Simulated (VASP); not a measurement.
Wanted: the native input for a VASP 6.6.1 run.

```
Task                   : relaxation of cell and atoms
Functional             : PBE
Potentials or basis    : VASP PAW PBE potentials, release 64 (Al, Ga_d, P)
Cutoff                 : 500 eV
k mesh                 : 10 × 10 × 10
Occupations            : gaussian, width 0.02 eV
Spin                   : no spin polarisation
Dipole correction      : no
Further INCAR settings : ALGO = Normal; EDIFF = 1e-07; IBRION = 2; EDIFFG = -0.01; NSW = 100; ISIF = 3
```

The structure of Al2GaP3 lies in POSCAR:

```
Al2GaP3
1.0
   -1.9475160000      1.9475160000      8.2571738000
    1.9475160000     -1.9475160000      8.2571738000
    1.9475160000      1.9475160000     -8.2571738000
Al Ga P
2 1 3
Direct
    0.6666770000      0.6666770000      0.0000000000
    0.3333230000      0.3333230000      0.0000000000
    0.0000000000      0.0000000000      0.0000000000
    0.4162950000      0.9162950000      0.5000000000
    0.0837050000      0.5837050000      0.5000000000
    0.7500000000      0.2500000000      0.5000000000
```

The input as run:

INCAR

```
SYSTEM = Al2GaP3
PREC = Accurate ; ENCUT = 500
EDIFF = 1E-7 ; ISMEAR = 0
SIGMA = 0.02 ; LREAL = .FALSE.
LASPH = .TRUE. ; NELM = 120
ALGO = Normal ; ISIF = 3
LWAVE = .FALSE. ; LCHARG = .FALSE.
GGA = PE ; IBRION = 2
NSW = 100 ; EDIFFG = -0.01
GGA_COMPAT = .FALSE. ; NELMIN = 4
```

KPOINTS

```
Automatic mesh
0
G
  10 10 10
  0 0 0
```

Potentials or basis: VASP PAW PBE potentials, release 64 (Al, Ga_d, P).

The run is started by

```sh
$ cat potpaw_PBE.64/Al/POTCAR potpaw_PBE.64/Ga_d/POTCAR potpaw_PBE.64/P/POTCAR > POTCAR
$ mpirun -np 1 vasp_std > vasp.out
```

It gave:

The pressure after relaxing is 0.0 GPa. The largest force after relaxing is 0.005 eV/Å and the band gap on the k mesh is 1.64 eV (least direct gap 1.84 eV).

Caveat: the relaxation stopped at its first step, so nothing moved.

Wall time 25 min on 1 thread of Oxide Virtual Turin-like Processor, on a shared host, peak memory 0.69 GiB.
